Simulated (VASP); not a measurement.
A run of VASP 6.6.1 is set up as follows.

Contents of INCAR:

```
PREC     = Accurate       # precision mode
ENCUT    = 520            # plane-wave cutoff, eV
EDIFF    = 1E-6           # SCF threshold, eV
ISMEAR   = 0              # smearing method
SIGMA    = 0.1            # smearing width, eV
LREAL    = Auto         
LASPH    = T              # aspherical terms in the spheres
NELM     = 60             # most SCF steps
ALGO     = Normal         # electronic algorithm
ISIF     = 2              # what is computed and relaxed
LWAVE    = F              # write WAVECAR
LCHARG   = F              # write CHGCAR
GGA      = PE             # functional
NBANDS   = 73             # bands
```

File KPOINTS:

```
Automatic mesh
0
Gamma
  4 4 4
```

File POSCAR:

```
SiC26
1.0
    6.1662906811     -2.1360657508      0.0000000000
    1.2332581362     -6.4081972523      0.0000000000
    2.4665162724     -2.8480876677     -8.5756693636
Si C
1 26
Direct
    0.3734806990      0.6678216251      0.2402092376
    0.2024671119      0.5166271084      0.2191416110
    0.0672947226      0.1989776800      0.2562704912
    0.9037019013      0.9318639427      0.2595943134
    0.7817402347      0.6386094862      0.2467107709
    0.6309233027      0.3532813336      0.2734283355
    0.4960535927      0.0725068478      0.2300749850
    0.6689269551      0.1258652393      0.2563403400
    0.5584733720      0.8329824405      0.2192195058
    0.2576666729      0.2698271006      0.2300718365
    0.0939069638      0.9602184389      0.2733151082
    0.9608754056      0.6926722065      0.2466865163
    0.8302909480      0.3908021643      0.2596365258
    0.1748433421      0.6056606588      0.7528262490
    0.0319553116      0.3198391433      0.7529652469
    0.8890358795      0.0341305219      0.7530522372
    0.7461797881      0.7483578528      0.7532065109
    0.6034085890      0.4627394535      0.7528521362
    0.4604928131      0.1769870830      0.7531021459
    0.3176474665      0.8912898427      0.7529680456
    0.5080341436      0.9388642201      0.7532343804
    0.3653649821      0.6532550091      0.7527691106
    0.2224643720      0.3674836466      0.7529258331
    0.0795327190      0.0817551277      0.7529781905
    0.9366716703      0.7960490391      0.7530837217
    0.7938382862      0.5103182857      0.7530013957
    0.6509797189      0.2246080929      0.7530110743
```

Potentials or basis: VASP PAW PBE potentials, release 64 (Si, C).

Run with:

```bash
$ cat potpaw_PBE.64/Si/POTCAR potpaw_PBE.64/C/POTCAR > POTCAR
$ mpirun -np 1 vasp_std > vasp.out
```

What does it give for the largest force?

0.052 eV/Å.

What does it give for the pressure?

0.4 GPa.

Estimate the band gap on the k mesh.

0.01 eV.

Forces in eV/Å, atoms in the order of the input:
```
Si   0.001  0.000 -0.003
C    0.032 -0.009  0.013
C    0.001 -0.004  0.001
C   -0.008  0.006  0.001
C   -0.006  0.015  0.003
C   -0.042 -0.018 -0.011
C   -0.003 -0.009 -0.002
C   -0.007  0.004  0.008
C   -0.029  0.010  0.016
C    0.003  0.001  0.005
C    0.046  0.016 -0.016
C   -0.001 -0.016  0.001
C    0.011 -0.016  0.001
C    0.003  0.001 -0.001
C   -0.001  0.001  0.001
C   -0.007 -0.007 -0.001
C   -0.002  0.006 -0.003
C    0.001  0.002 -0.001
C    0.000  0.001 -0.001
C    0.003  0.010  0.004
C   -0.004  0.000  0.000
C   -0.001 -0.003 -0.007
C    0.001  0.007  0.000
C    0.003 -0.004 -0.005
C    0.000 -0.003  0.002
C    0.006  0.001  0.001
C    0.001  0.009 -0.004
```
